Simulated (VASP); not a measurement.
# In2Au (I4/mmm) in VASP: a series of runs

In2Au is run at these levels: LDA; tasks: single point.

All numbers are computed with VASP 6.6.1; they aren't measurements. Logs are shortened: lines on timing, memory, paths and dates and some standing lists are left out, and cuts for length are marked.

## Step 1: The cell of the first run

It takes space group I4/mmm (No. 139, tetragonal). The conventional cell has a = 4.506 Å, b = 4.506 Å, c = 6.502 Å, α = 90.00°, β = 90.00°, γ = 90.00°. In (site symmetry -4m2) has 4 Au at 2.78 Å and 6 In at 3.19 to 3.25 Å within 3.7 Å. Au (site symmetry 4/mmm) has 8 In at 2.78 Å within 3.7 Å.

## Step 2: Single point, LDA (equal xx and yy strain of -2 %)

The input, INCAR:

```
SYSTEM = In2Au
ALGO = Normal
EDIFF = 1E-6
ENCUT = 520
ISIF = 2
ISMEAR = -1
LASPH = .True.
LCHARG = .True.
LELF = .True.
LREAL = .False.
LVHAR = .True.
LWAVE = .False.
NBANDS = 26
NELM = 80
PREC = Accurate
SIGMA = 0.05
```

The input, KPOINTS:

```
k-points
0
Gamma
  10 10 10
  0 0 0
```

The input, POSCAR:

```
In2Au
1.0
    0.0000000000      3.1859800000      3.2510000000
    3.1859800000      0.0000000000      3.2510000000
    3.1859800000      3.1859800000      0.0000000000
In Au
2 1
Direct
    0.2500000000      0.2500000000      0.2500000000
    0.7500000000      0.7500000000      0.7500000000
    0.0000000000      0.0000000000      0.0000000000
```

Potentials or basis: VASP PAW LDA potentials, release 64 (In_d, Au).

Launch:

```bash
$ cat potpaw_LDA.64/In_d/POTCAR potpaw_LDA.64/Au/POTCAR > POTCAR
$ mpirun -np 1 vasp_std > vasp.out
```

OUTCAR:

```text
SYSTEM = In2Au
   EDIFF = 1E-6
   ENCUT = 520
   ISIF = 2
   ISMEAR = -1
   LASPH = .True.
   LREAL = .False.
   NELM = 80
   PREC = Accurate

 ion  position               nearest neighbor table
   1  0.250  0.250  0.250-   3 2.78   3 2.78   3 2.78   3 2.78   2 3.19   2 3.19   2 3.19   2 3.19
                             2 3.25   2 3.25
   2  0.750  0.750  0.750-   3 2.78   3 2.78   3 2.78   3 2.78   1 3.19   1 3.19   1 3.19   1 3.19
                             1 3.25   1 3.25
   3  0.000  0.000  0.000-   2 2.78   2 2.78   2 2.78   1 2.78   1 2.78   1 2.78   2 2.78   1 2.78

  LATTYP: Found a body centered tetragonal cell.
 ALAT       =     4.5056561254
 C/A-ratio  =     1.4430750636

  Lattice vectors:

 A1 = (  -3.1859800000,   0.0000000000,   3.2510000000)
 A2 = (   3.1859800000,   0.0000000000,   3.2510000000)
 A3 = (   0.0000000000,   3.1859800000,  -3.2510000000)

Analysis of symmetry for initial positions (statically):
=====================================================================
 Subroutine PRICEL returns:
 Original cell was already a primitive cell.

 Routine SETGRP: Setting up the symmetry group for a
 body centered tetragonal supercell.

 Subroutine GETGRP returns: Found 16 space group operations
 (whereof 16 operations were pure point group operations)
 out of a pool of 16 trial point group operations.

The static configuration has the point symmetry D_4h.

Analysis of symmetry for dynamics (positions and initial velocities):
=====================================================================
 Subroutine PRICEL returns:
 Original cell was already a primitive cell.

 Routine SETGRP: Setting up the symmetry group for a
 body centered tetragonal supercell.

 Subroutine GETGRP returns: Found 16 space group operations
 (whereof 16 operations were pure point group operations)
 out of a pool of 16 trial point group operations.

The dynamic configuration has the point symmetry D_4h.

 Subroutine INISYM returns: Found 16 space group operations
 (whereof 16 operations are pure point group operations),
 and found     1 'primitive' translations

----------------------------------------------------------------------------------------

                                     Primitive cell

  volume of cell :      65.9983

  direct lattice vectors                    reciprocal lattice vectors
     0.000000000  3.185980000  3.251000000    -0.156937583  0.156937583  0.153798831
     3.185980000  0.000000000  3.251000000     0.156937583 -0.156937583  0.153798831
[... 80 lines left out ...]
   ICHARG =      2    charge: 1-file 2-atom 10-const
   ISPIN  =      1    spin polarized calculation?
   LNONCOLLINEAR =      F non collinear calculations
   LSORBIT =      F    spin-orbit coupling
   LASPH  =      T    aspherical Exc in radial PAW
   ENCUT  =  520.0 eV  38.22 Ry    6.18 a.u.   8.46  8.46  8.38*2*pi/ulx,y,z
   NELM   =     80;   NELMIN=  2; NELMDL= -5     # of ELM steps
   EDIFF  = 0.1E-05   stopping-criterion for ELM
   LREAL  =      F    real-space projection
   EDIFFG = 0.1E-04   stopping-criterion for IOM
   NSW    =      0    number of steps for IOM
   IBRION =     -1    ionic relax: 0-MD 1-quasi-New 2-CG
   NFREE  =      0    steps in history (QN), initial steepest desc. (CG)
   ISIF   =      2    stress and relaxation
   ISYM   =      2    0-nonsym 1-usesym 2-fastsym
   POTIM  = 0.5000    time-step for ionic-motion
   TEBEG  =    0.0;   TEEND  =   0.0 temperature during run
   PSTRESS=    0.0 pullay stress
   NELECT =      37.0000    total number of electrons
   NUPDOWN=      -1.0000    fix difference up-down
   EMIN   =  10.00;   EMAX   =-10.00  energy-range for DOS
   EFERMI =   0.00;   METHOD = LEGACY
   ISMEAR =    -1;   SIGMA  =   0.05  broadening in eV -4-tet -1-fermi 0-gaus
   EFERMI_NEDOS =   21; number of points for ismear=-14 and -15
   IALGO  =     38    algorithm
   IMIX   =      4    mixing-type and parameters
     AMIX     =   0.40;   BMIX     =  1.00
     AMIX_MAG =   1.60;   BMIX_MAG =  1.00
  volume/ion in A,a.u.               =      22.00       148.46
  Fermi-wavevector in a.u.,A,eV,Ry     =   1.349888  2.550918 24.792502  1.822197
  Thomas-Fermi vector in A             =   2.477438
   LORBIT       =      0    0 simple, 1 ext, 2 COOP (PROOUT), +10 PAW based schemes
   GGA     = CA    functional components
   LHFCALC =     F    Hartree Fock is set to
   AEXX    =    0.0000 exact exchange contribution
   IVDW    =     0    specifies the selected vdW correction
   LEPSILON=     F    determine dielectric tensor
   LRPA    =     F    only Hartree local field effects (RPA)
 non-spin polarized calculation
  energy-cutoff  :      520.00
  volume of cell :       66.00
 maximum number of plane-waves:      1812
 NGX is ok and might be reduce to    36
   NGX = 17   NGY = 17   NGZ = 17

 number of electron      36.9999999 magnetization

 Free energy of the ion-electron system (eV)
  ---------------------------------------------------
  ext. energy  EPLUGINS =         0.00000000
  ---------------------------------------------------
  free energy    TOTEN  =       -11.68163686 eV

  energy without entropy =      -11.67391678  energy(sigma->0) =      -11.67777682

 E-fermi :   8.4008     XC(G=0): -11.2493

 val. band max:        8.3989423429   @ k =   0.4000   0.4000   0.0000
 cond. band min:       8.4139597205   @ k =   0.2000   0.2000   0.0000
 fundamental gap:      0.0150173776
 Fermi energy:         8.4007798152

 k-point     1 :       0.0000    0.0000    0.0000
  band No.  band energies     occupation
      1      -6.5670      2.00000
      2      -6.5336      2.00000
      3      -6.3913      2.00000
      4      -6.3696      2.00000
      5      -6.3696      2.00000
      6      -6.0653      2.00000
[... 685 lines left out ...]
     25      18.4009      0.00000
     26      18.5761      0.00000

 [... further k-points ...]
[... 5 lines left out ...]
  --------------------------------------------------------------------------------------
  -------------------------------------------------------------------------------------
  Total        0.9221693      0.9221693      0.6364666      0.0000000     -0.0000000     -0.0000000
  in kB       22.3866023     22.3866023     15.4508762      0.0000000     -0.0000000     -0.0000000
  external PRESSURE =      20.0746936 kB  Pullay stress =       0.0000000 kB

 VOLUME and BASIS-vectors are now :
 -----------------------------------------------------------------------------
  energy-cutoff  :      520.00
  volume of cell :       66.00
      direct lattice vectors                 reciprocal lattice vectors
     0.000000000  3.185980000  3.251000000    -0.156937583  0.156937583  0.153798831
     3.185980000  0.000000000  3.251000000     0.156937583 -0.156937583  0.153798831
     3.185980000  3.185980000  0.000000000     0.156937583  0.156937583 -0.153798831

 POSITION                                       TOTAL-FORCE (eV/Angst)
 -----------------------------------------------------------------------------------
      1.59299      1.59299      1.62550         0.000000      0.000000     -0.000000
      4.77897      4.77897      4.87650        -0.000000     -0.000000      0.000000
      0.00000      0.00000      0.00000        -0.000000     -0.000000     -0.000000
 -----------------------------------------------------------------------------------
    total drift:                                0.000000      0.000000      0.000000

  FREE ENERGIE OF THE ION-ELECTRON SYSTEM (eV)
  ---------------------------------------------------
  free  energy   TOTEN  =       -11.6816368583 eV

  energy  without entropy=      -11.6739167810  energy(sigma->0) =      -11.67777682
```

Wall time 80 s (1 thread of Intel Xeon Platinum 8488C (Sapphire Rapids), shared host); peak memory 0.28 GiB.

What came out:

```
Free energy            : -11.6816 eV
Pressure               : 2.0 GPa
Band gap on the k mesh : zero (an odd number of electrons rules out a gap without spin polarisation)
```

Caveat: the cell differs from its parent crystal (equal xx and yy strain of -2 %); spin-orbit coupling is left out, which moves the levels of the heavy elements.

## Step 3: Single point, LDA (equal xx and yy strain of -1 %)

Changes to INCAR since step 2:

```diff
@@ -4,2 +4,3 @@
 ENCUT = 520
+GGA = CA
 ISIF = 2
@@ -13,3 +14,3 @@
 NBANDS = 26
-NELM = 80
+NELM = 60
 PREC = Accurate
```

KPOINTS is that of step 2.

The input, POSCAR:

```
In2Au
1.0
    0.0000000000      3.2184900000      3.2510000000
    3.2184900000      0.0000000000      3.2510000000
    3.2184900000      3.2184900000      0.0000000000
In Au
2 1
Direct
    0.2500000000      0.2500000000      0.2500000000
    0.7500000000      0.7500000000      0.7500000000
    0.0000000000      0.0000000000      0.0000000000
```

Potentials or basis: VASP PAW LDA potentials, release 64 (In_d, Au).

Launch:

```bash
$ cat potpaw_LDA.64/In_d/POTCAR potpaw_LDA.64/Au/POTCAR > POTCAR
$ mpirun -np 1 vasp_std > vasp.out
```

Wall time 83 s (1 thread of Intel Xeon Platinum 8488C (Sapphire Rapids), shared host); peak memory 0.28 GiB.

The run converged. Its results:

```yaml
Free_energy: -11.6933 eV
Pressure: 0.3 GPa
Band_gap_on_the_k_mesh: zero (an odd number of electrons rules out a gap without spin polarisation)
```

Stress tensor (GPa, compression positive):
```
0.39 0.00 0.00
0.00 0.39 0.00
0.00 0.00 0.03
```

Levels at points of the mesh, in eV from the Fermi level:
| k point | band 15 | band 16 | band 17 | band 18 | band 19 | band 20 | band 21 | band 22 | band 23 | band 24 |
| --- | --- | --- | --- | --- | --- | --- | --- | --- | --- | --- |
| (0.00, 0.00, 0.00) | -4.86 | -4.85 | 0.30 | 3.10 | 3.10 | 3.22 | 3.73 | 3.86 | 3.86 | 4.26 |
| (0.50, 0.00, 0.00) | -4.87 | -4.87 | -4.74 | 0.82 | 0.90 | 1.83 | 2.79 | 3.68 | 3.72 | 9.09 |
| (0.50, 0.50, 0.00) | -5.04 | -4.89 | -4.33 | -1.93 | -1.93 | -0.16 | 2.53 | 9.13 | 9.13 | 10.01 |
| (0.50, 0.00, 0.50) | -5.03 | -4.89 | -4.29 | -2.01 | -1.94 | -0.25 | 2.45 | 8.98 | 9.24 | 10.21 |

Caveat: the cell differs from its parent crystal (equal xx and yy strain of -1 %); spin-orbit coupling is left out, which moves the levels of the heavy elements.

## Step 4: Single point, LDA (equal xx and yy strain of +1 %)

The input, INCAR:

```
ALGO = Normal ; EDIFF = 1E-6
ENCUT = 520 ; GGA = CA
ISIF = 2 ; ISMEAR = -1
LASPH = True ; LCHARG = True
LELF = True ; LREAL = False
LVHAR = True ; LWAVE = False
NBANDS = 26 ; NELM = 60
PREC = Accurate ; SIGMA = 0.05
```

The input, KPOINTS:

```
k-points
0
Gamma
  10 10 10
```

The input, POSCAR:

```
In2Au
1.0
    0.0000000000      3.2835100000      3.2510000000
    3.2835100000      0.0000000000      3.2510000000
    3.2835100000      3.2835100000      0.0000000000
In Au
2 1
Direct
    0.2500000000      0.2500000000      0.2500000000
    0.7500000000      0.7500000000      0.7500000000
    0.0000000000      0.0000000000      0.0000000000
```

Launch:

```bash
$ cat potpaw_LDA.64/In_d/POTCAR potpaw_LDA.64/Au/POTCAR > POTCAR
$ mpirun -np 1 vasp_std > vasp.out
```

Wall time 91 s (1 thread of Intel Xeon Platinum 8488C (Sapphire Rapids), shared host); peak memory 0.3 GiB.

It converged, with:

```
Free energy            : -11.6744 eV
Pressure               : -2.5 GPa
Band gap on the k mesh : zero (an odd number of electrons rules out a gap without spin polarisation)
```

Stress tensor (GPa, compression positive):
```
-2.62  0.00  0.00
 0.00 -2.62  0.00
 0.00  0.00 -2.30
```

Levels at points of the mesh, in eV from the Fermi level:
| k point | band 15 | band 16 | band 17 | band 18 | band 19 | band 20 | band 21 | band 22 | band 23 | band 24 |
| --- | --- | --- | --- | --- | --- | --- | --- | --- | --- | --- |
| (0.00, 0.00, 0.00) | -4.70 | -4.69 | 0.09 | 2.97 | 3.09 | 3.09 | 3.69 | 3.69 | 3.82 | 4.06 |
| (0.50, 0.00, 0.00) | -4.71 | -4.71 | -4.60 | 0.85 | 0.92 | 1.61 | 2.73 | 3.58 | 3.63 | 8.93 |
| (0.50, 0.50, 0.00) | -4.88 | -4.72 | -4.16 | -1.85 | -1.85 | -0.43 | 2.39 | 8.80 | 8.80 | 9.94 |
| (0.50, 0.00, 0.50) | -4.87 | -4.72 | -4.20 | -1.83 | -1.77 | -0.34 | 2.47 | 8.71 | 8.95 | 9.74 |

Caveat: the cell differs from its parent crystal (equal xx and yy strain of +1 %); spin-orbit coupling is left out, which moves the levels of the heavy elements.

## Step 5: The runs side by side

| cell | gap on the mesh (eV) | pressure (GPa) |
| --- | --- | --- |
| a = 4.552, b = 4.552, c = 4.506 Å, angles 60.3, 60.3, 59.3°, 3 atoms | none | 2.0 |
| a = 4.575, b = 4.575, c = 4.552 Å, angles 60.2, 60.2, 59.7°, 3 atoms | none | 0.3 |
| a = 4.621, b = 4.621, c = 4.644 Å, angles 59.8, 59.8, 60.3°, 3 atoms | none | -2.5 |

Alike in all rows: task single point; level LDA; potentials or basis VASP PAW LDA potentials, release 64 (In_d, Au); no spin polarisation; k mesh 10 × 10 × 10; cutoff (eV) 520; smearing fermi-dirac 0.05 eV.

Caveats: spin-orbit coupling is left out, which moves the levels of the heavy elements.

Absolute energies hang on the potentials; compare differences alone.

The gap in the log of VASP goes by the Fermi energy; the results here count the filled bands.